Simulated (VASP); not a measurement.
# KBr (Fm-3m) in VASP: single point with PBE

Aim: the single point of KBr with PBE.

Everything below comes from runs of VASP 6.6.1. Logs are shortened: lines on timing, memory, paths and dates and some standing lists are left out, and cuts for length are marked.

### Step 1. The cell of the first run

Symmetry: Fm-3m, No. 225, cubic system. Conventional cell: a = 6.700 Å, b = 6.700 Å, c = 6.700 Å, α = 90.00°, β = 90.00°, γ = 90.00°. Within 4.4 Å of K (site symmetry m-3m) lie 6 Br at 3.35 Å. Br (site symmetry m-3m) has 6 K at 3.35 Å within 4.4 Å.

### Step 2. Single point, PBE

Contents of INCAR:

```
SYSTEM = KBr
  PREC = Accurate
  ENCUT = 520
  EDIFF = 1E-7
  ISMEAR = 0
  SIGMA = 0.01
  LREAL = .False.
  LASPH = .True.
  NELM = 100
  ALGO = Normal
  ISIF = 2
  LWAVE = .False.
  LCHARG = .True.
  GGA = PE
  LELF = .True.
  LVHAR = .True.
  NBANDS = 15
```

Contents of KPOINTS:

```
regular mesh
0
Gamma
  6 6 6
  0 0 0
```

Contents of POSCAR:

```
KBr
1.0
    0.0000000000      3.3499671951      3.3499671951
    3.3499671951      0.0000000000      3.3499671951
    3.3499671951      3.3499671951      0.0000000000
K Br
1 1
Direct
    0.0000000000      0.0000000000      0.0000000000
    0.5000000000      0.5000000000      0.5000000000
```

Potentials or basis: VASP PAW PBE potentials, release 64 (K_sv, Br).

On the command line:

```
> cat potpaw_PBE.64/K_sv/POTCAR potpaw_PBE.64/Br/POTCAR > POTCAR
> mpirun -np 1 vasp_std > vasp.out
```

OUTCAR:

```text
SYSTEM = KBr
   PREC = Accurate
   ENCUT = 520
   EDIFF = 1E-7
   ISMEAR = 0
   LREAL = .False.
   LASPH = .True.
   NELM = 100
   ISIF = 2
   GGA = PE

 ion  position               nearest neighbor table
   1  0.000  0.000  0.000-
   2  0.500  0.500  0.500-

  LATTYP: Found a face centered cubic cell.
 ALAT       =     6.6999343902

  Lattice vectors:

 A1 = (   0.0000000000,   3.3499671951,   3.3499671951)
 A2 = (   3.3499671951,   0.0000000000,   3.3499671951)
 A3 = (   3.3499671951,   3.3499671951,   0.0000000000)

Analysis of symmetry for initial positions (statically):
=====================================================================
 Subroutine PRICEL returns:
 Original cell was already a primitive cell.

 Routine SETGRP: Setting up the symmetry group for a
 face centered cubic supercell.

 Subroutine GETGRP returns: Found 48 space group operations
 (whereof 48 operations were pure point group operations)
 out of a pool of 48 trial point group operations.

The static configuration has the point symmetry O_h .

Analysis of symmetry for dynamics (positions and initial velocities):
=====================================================================
 Subroutine PRICEL returns:
 Original cell was already a primitive cell.

 Routine SETGRP: Setting up the symmetry group for a
 face centered cubic supercell.

 Subroutine GETGRP returns: Found 48 space group operations
 (whereof 48 operations were pure point group operations)
 out of a pool of 48 trial point group operations.

The dynamic configuration has the point symmetry O_h .

 Subroutine INISYM returns: Found 48 space group operations
 (whereof 48 operations are pure point group operations),
 and found     1 'primitive' translations

----------------------------------------------------------------------------------------

                                     Primitive cell

  volume of cell :      75.1885

  direct lattice vectors                    reciprocal lattice vectors
     0.000000000  3.349967195  3.349967195    -0.149255193  0.149255193  0.149255193
     3.349967195  0.000000000  3.349967195     0.149255193 -0.149255193  0.149255193
     3.349967195  3.349967195  0.000000000     0.149255193  0.149255193 -0.149255193

  length of vectors
     4.737569041  4.737569041  4.737569041     0.258517577  0.258517577  0.258517577

  position of ions in fractional coordinates (direct lattice)
     0.000000000  0.000000000  0.000000000
     0.500000000  0.500000000  0.500000000

  ion indices of the primitive-cell ions
   primitive index   ion index
                 1           1
                 2           2

----------------------------------------------------------------------------------------

 KPOINTS: regular mesh

Automatic generation of k-mesh.
 Grid dimensions read from file:
 generate k-points for:    6    6    6

 Generating k-lattice:

  Cartesian coordinates                     Fractional coordinates (reciprocal lattice)
    -0.024875865  0.024875865  0.024875865     0.166666667  0.000000000  0.000000000
     0.024875865 -0.024875865  0.024875865     0.000000000  0.166666667  0.000000000
     0.024875865  0.024875865 -0.024875865     0.000000000  0.000000000  0.166666667

  Length of vectors
     0.043086263  0.043086263  0.043086263

  Shift w.r.t. Gamma in fractional coordinates (k-lattice)
     0.000000000  0.000000000  0.000000000

 Subroutine IBZKPT returns following result:
 ===========================================

 Found     16 irreducible k-points:

 Following reciprocal coordinates:
            Coordinates               Weight
  0.000000  0.000000  0.000000      1.000000
  0.166667  0.000000  0.000000      8.000000
  0.333333  0.000000  0.000000      8.000000
  0.500000  0.000000  0.000000      4.000000
  0.166667  0.166667  0.000000      6.000000
  0.333333  0.166667  0.000000     24.000000
[... 8 lines left out ...]
 -0.333333  0.333333  0.166667     24.000000
 -0.333333  0.500000  0.166667     12.000000
   k-points           NKPTS =     16   k-points in BZ     NKDIM =     16   number of bands    NBANDS=     15
   number of dos      NEDOS =    301   number of ions     NIONS =      2
   total plane-waves  NPLWV =  46656
   dimension x,y,z NGX =    36 NGY =   36 NGZ =   36
   dimension x,y,z NGXF=    72 NGYF=   72 NGZF=   72
   ions per type =               1   1
   NGX,Y,Z   is equivalent  to a cutoff of  12.63, 12.63, 12.63 a.u.
   NGXF,Y,Z  is equivalent  to a cutoff of  25.27, 25.27, 25.27 a.u.
 SYSTEM =  KBr
   PREC   = accura    normal or accurate (medium, high low for compatibility)
   ISTART =      0    job   : 0-new  1-cont  2-samecut
   ICHARG =      2    charge: 1-file 2-atom 10-const
   ISPIN  =      1    spin polarized calculation?
   LNONCOLLINEAR =      F non collinear calculations
   LSORBIT =      F    spin-orbit coupling
   LASPH  =      T    aspherical Exc in radial PAW
   ENCUT  =  520.0 eV  38.22 Ry    6.18 a.u.   8.81  8.81  8.81*2*pi/ulx,y,z
   NELM   =    100;   NELMIN=  2; NELMDL= -5     # of ELM steps
   EDIFF  = 0.1E-06   stopping-criterion for ELM
   LREAL  =      F    real-space projection
   EDIFFG = 0.1E-05   stopping-criterion for IOM
   NSW    =      0    number of steps for IOM
   IBRION =     -1    ionic relax: 0-MD 1-quasi-New 2-CG
   NFREE  =      0    steps in history (QN), initial steepest desc. (CG)
   ISIF   =      2    stress and relaxation
   ISYM   =      2    0-nonsym 1-usesym 2-fastsym
   POTIM  = 0.5000    time-step for ionic-motion
   TEBEG  =    0.0;   TEEND  =   0.0 temperature during run
   PSTRESS=    0.0 pullay stress
   NELECT =      16.0000    total number of electrons
   NUPDOWN=      -1.0000    fix difference up-down
   EMIN   =  10.00;   EMAX   =-10.00  energy-range for DOS
   EFERMI =   0.00;   METHOD = LEGACY
   ISMEAR =     0;   SIGMA  =   0.01  broadening in eV -4-tet -1-fermi 0-gaus
   EFERMI_NEDOS =   21; number of points for ismear=-14 and -15
   IALGO  =     38    algorithm
   IMIX   =      4    mixing-type and parameters
     AMIX     =   0.40;   BMIX     =  1.00
     AMIX_MAG =   1.60;   BMIX_MAG =  1.00
  volume/ion in A,a.u.               =      37.59       253.70
  Fermi-wavevector in a.u.,A,eV,Ry     =   0.977382  1.846984 12.997309  0.955275
  Thomas-Fermi vector in A             =   2.108075
   LORBIT       =      0    0 simple, 1 ext, 2 COOP (PROOUT), +10 PAW based schemes
   GGA     = PE    functional components
   LHFCALC =     F    Hartree Fock is set to
   AEXX    =    0.0000 exact exchange contribution
   IVDW    =     0    specifies the selected vdW correction
   LEPSILON=     F    determine dielectric tensor
   LRPA    =     F    only Hartree local field effects (RPA)
 non-spin polarized calculation
 Gauss-broadening in eV      SIGMA  =   0.01
  energy-cutoff  :      520.00
  volume of cell :       75.19
 maximum number of plane-waves:      2085
   NGX = 17   NGY = 17   NGZ = 17

 number of electron      16.0000000 magnetization

 Free energy of the ion-electron system (eV)
  ---------------------------------------------------
  ext. energy  EPLUGINS =         0.00000000
  ---------------------------------------------------
  free energy    TOTEN  =        -6.22353975 eV

  energy without entropy =       -6.22353975  energy(sigma->0) =       -6.22353975

 E-fermi :  -1.7948     XC(G=0):  -7.1922

 val. band max:       -1.9132606982   @ k =   0.0000   0.0000   0.0000
 cond. band min:       2.4027684634   @ k =   0.0000   0.0000   0.0000
 fundamental gap:      4.3160291616
 Fermi energy:        -1.7947689184

 k-point     1 :       0.0000    0.0000    0.0000
  band No.  band energies     occupation
      1     -29.7934      2.00000
      2     -14.1529      2.00000
      3     -13.2672      2.00000
      4     -13.2672      2.00000
      5     -13.2672      2.00000
      6      -1.9133      2.00000
      7      -1.9133      2.00000
      8      -1.9133      2.00000
      9       2.4028      0.00000
     10       5.6774      0.00000
     11       5.6774      0.00000
     12       5.6774      0.00000
     13       6.4729      0.00000
     14       6.4729      0.00000
     15       9.5695      0.00000

 k-point     2 :       0.1667    0.0000    0.0000
  band No.  band energies     occupation
      1     -29.7924      2.00000
      2     -14.2019      2.00000
      3     -13.2684      2.00000
      4     -13.2684      2.00000
      5     -13.2030      2.00000
      6      -2.2509      2.00000
      7      -1.9921      2.00000
      8      -1.9921      2.00000
      9       3.0312      0.00000
     10       5.5286      0.00000
     11       5.9875      0.00000
     12       5.9875      0.00000
     13       6.8044      0.00000
     14       6.8044      0.00000
     15      10.4038      0.00000

 k-point     3 :       0.3333    0.0000    0.0000
  band No.  band energies     occupation
      1     -29.7902      2.00000
      2     -14.2849      2.00000
      3     -13.2709      2.00000
      4     -13.2709      2.00000
      5     -13.0894      2.00000
      6      -2.7824      2.00000
      7      -2.1407      2.00000
      8      -2.1407      2.00000
      9       4.1475      0.00000
     10       5.7003      0.00000
     11       6.8154      0.00000
     12       6.8154      0.00000
     13       7.6411      0.00000
     14       7.6411      0.00000
     15       9.3308      0.00000

 k-point     4 :       0.5000    0.0000    0.0000
  band No.  band energies     occupation
      1     -29.7891      2.00000
      2     -14.3211      2.00000
      3     -13.2721      2.00000
      4     -13.2721      2.00000
      5     -13.0376      2.00000
      6      -3.0055      2.00000
      7      -2.2112      2.00000
      8      -2.2112      2.00000
      9       4.5798      0.00000
     10       6.1495      0.00000
     11       7.7254      0.00000
     12       7.7254      0.00000
     13       8.0181      0.00000
     14       8.0181      0.00000
     15       8.7236      0.00000
[... 163 lines left out ...]
 k-point    14 :       0.5000    0.3333    0.1667
  band No.  band energies     occupation
      1     -29.7888      2.00000
      2     -14.2146      2.00000
      3     -13.2996      2.00000
      4     -13.2848      2.00000
      5     -13.1509      2.00000
      6      -2.7158      2.00000
      7      -2.2633      2.00000
      8      -2.2260      2.00000
      9       4.9163      0.00000
     10       4.9766      0.00000
     11       6.8289      0.00000
     12       7.6811      0.00000
     13       7.7047      0.00000
     14       7.8617      0.00000
     15       8.8667      0.00000

 k-point    15 :      -0.3333    0.3333    0.1667
  band No.  band energies     occupation
      1     -29.7881      2.00000
      2     -14.2041      2.00000
      3     -13.3076      2.00000
      4     -13.2966      2.00000
      5     -13.1478      2.00000
      6      -2.6819      2.00000
      7      -2.4051      2.00000
      8      -2.2761      2.00000
      9       5.2177      0.00000
     10       5.6023      0.00000
     11       6.4492      0.00000
     12       7.0837      0.00000
     13       8.2749      0.00000
     14       8.5518      0.00000
     15       8.9029      0.00000

 k-point    16 :      -0.3333    0.5000    0.1667
  band No.  band energies     occupation
      1     -29.7878      2.00000
      2     -14.1367      2.00000
      3     -13.3305      2.00000
      4     -13.3081      2.00000
      5     -13.2055      2.00000
      6      -2.5784      2.00000
      7      -2.3514      2.00000
      8      -2.3339      2.00000
      9       4.6804      0.00000
     10       5.8249      0.00000
     11       6.2631      0.00000
     12       7.1519      0.00000
     13       7.9548      0.00000
     14       8.7264      0.00000
     15       9.1803      0.00000

------------------------ aborting loop because EDIFF is reached ----------------------------------------

  FORCE on cell =-STRESS in cart. coord.  units (eV):
  Direction    XX          YY          ZZ          XY          YZ          ZX
  --------------------------------------------------------------------------------------
  -------------------------------------------------------------------------------------
  Total        0.0287498      0.0287498      0.0287498      0.0000000     -0.0000000      0.0000000
  in kB        0.6126241      0.6126241      0.6126241      0.0000000     -0.0000000      0.0000000
  external PRESSURE =       0.6126241 kB  Pullay stress =       0.0000000 kB

 VOLUME and BASIS-vectors are now :
 -----------------------------------------------------------------------------
  energy-cutoff  :      520.00
  volume of cell :       75.19
      direct lattice vectors                 reciprocal lattice vectors
     0.000000000  3.349967195  3.349967195    -0.149255193  0.149255193  0.149255193
     3.349967195  0.000000000  3.349967195     0.149255193 -0.149255193  0.149255193
     3.349967195  3.349967195  0.000000000     0.149255193  0.149255193 -0.149255193

 POSITION                                       TOTAL-FORCE (eV/Angst)
 -----------------------------------------------------------------------------------
      0.00000      0.00000      0.00000        -0.000000      0.000000     -0.000000
      3.34997      3.34997      3.34997         0.000000     -0.000000      0.000000
 -----------------------------------------------------------------------------------
    total drift:                                0.000000      0.000000      0.000000

  FREE ENERGIE OF THE ION-ELECTRON SYSTEM (eV)
  ---------------------------------------------------
  free  energy   TOTEN  =        -6.2235397525 eV

  energy  without entropy=       -6.2235397525  energy(sigma->0) =       -6.22353975
```

Run time: 15 s. Hardware: 1 thread of AMD EPYC 9R45 (Zen 5), shared host; peak memory 0.18 GiB.

Results:

```
Free energy            : -6.2235 eV
Pressure               : 0.1 GPa
Band gap on the k mesh : 4.32 eV
```
